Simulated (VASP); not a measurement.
Here is a VASP 6.6.1 calculation.

Contents of POSCAR:

```
BeTe
1.0
    0.0000000000      2.8286236224      2.9618517950
    2.8286236224      0.0000000000      2.9618517950
    2.8286236224      2.8286236224      0.0000000000
Be Te
1 1
Direct
    0.0000000000      0.0000000000      0.0000000000
    0.2500000000      0.2500000000      0.2500000000
```

File INCAR.step1:

```
SYSTEM = BeTe
ALGO = Normal ; EDIFF = 1E-4
ENCUT = 520 ; GGA = PE
ISMEAR = 0 ; LASPH = .True.
LCHARG = .False. ; LREAL = .False.
LWAVE = .True. ; NBANDS = 11
NELM = 60 ; PREC = Accurate
SIGMA = 0.01
```

Contents of INCAR.step2:

```
SYSTEM = BeTe
ALGO = Normal ; EDIFF = 1E-6
ENCUT = 520 ; ISIF = 2
ISMEAR = 0 ; ISTART = 1
LASPH = .True. ; LCHARG = .False.
LMIXTAU = .True. ; LREAL = .False.
LWAVE = .False. ; METAGGA = R2SCAN
NBANDS = 11 ; NELM = 60
PREC = Accurate ; SIGMA = 0.01
```

KPOINTS

```
k-points
0
Gamma
  8 8 8
  0 0 0
```

Potentials or basis: VASP PAW PBE potentials, release 64 (Be, Te).

Command:

```sh
$ cat potpaw_PBE.64/Be/POTCAR potpaw_PBE.64/Te/POTCAR > POTCAR
$ cp INCAR.step1 INCAR
$ mpirun -np 1 vasp_std > vasp.out
$ cp INCAR.step2 INCAR
$ mpirun -np 1 vasp_std > vasp.out
```

Problem. Estimate the pressure.

Solution. -2.4 GPa.

Problem. Estimate the band gap on the k mesh.

Solution. 2.29 eV, indirect (least direct gap 3.95 eV).

Stress tensor (GPa, compression positive):
```
-1.38  0.00  0.00
 0.00 -1.38  0.00
 0.00  0.00 -4.38
```

Caveat: the cell differs from its parent crystal (uniaxial z strain +4.7%); the PAW data sets were made with another functional, which shifts forces and pressure a little; spin-orbit coupling is left out, which moves the levels of the heavy elements. A k mesh can miss the band edges.
